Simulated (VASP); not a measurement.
PbS, 8 atoms in the cell. It takes space group P6_3/mmc (No. 194, hexagonal). The conventional cell has a = 5.031 Å, b = 5.031 Å, c = 6.023 Å, α = 90.00°, β = 90.00°, γ = 120.00°. Within 3.8 Å of Pb (site symmetry -6m2) lie 5 S at 2.90 to 3.01 Å. Within 3.8 Å of S (site symmetry -6m2) lie 5 Pb at 2.90 to 3.01 Å. 

```yaml
Program: VASP 6.6.1
Task: single point
Functional: PBE
Potentials_or_basis: VASP PAW PBE potentials, release 64 (Pb_d, S)
Cutoff: 520 eV
k_mesh: 4 × 2 × 2
Occupations: gaussian, width 0.1 eV
Spin: no spin polarisation
Dipole_correction: no
Further_INCAR_settings: ALGO = Normal; EDIFF = 1e-06; NBANDS = 50
```

Potentials or basis: VASP PAW PBE potentials, release 64 (Pb_d, S).

Launch:

```sh
$ cat potpaw_PBE.64/Pb_d/POTCAR potpaw_PBE.64/S/POTCAR > POTCAR
$ mpirun -np 1 vasp_std > vasp.out
```

Hardware: 1 thread of Intel(R) Xeon(R) 6975P-C (Granite Rapids), with other jobs on the host.

Q: How long does it take, and how much memory?

A: Wall time 86 s on 1 thread of Intel(R) Xeon(R) 6975P-C (Granite Rapids) (shared host), peak memory 0.4 GiB. Counts: scf iterations 15, k points 12.
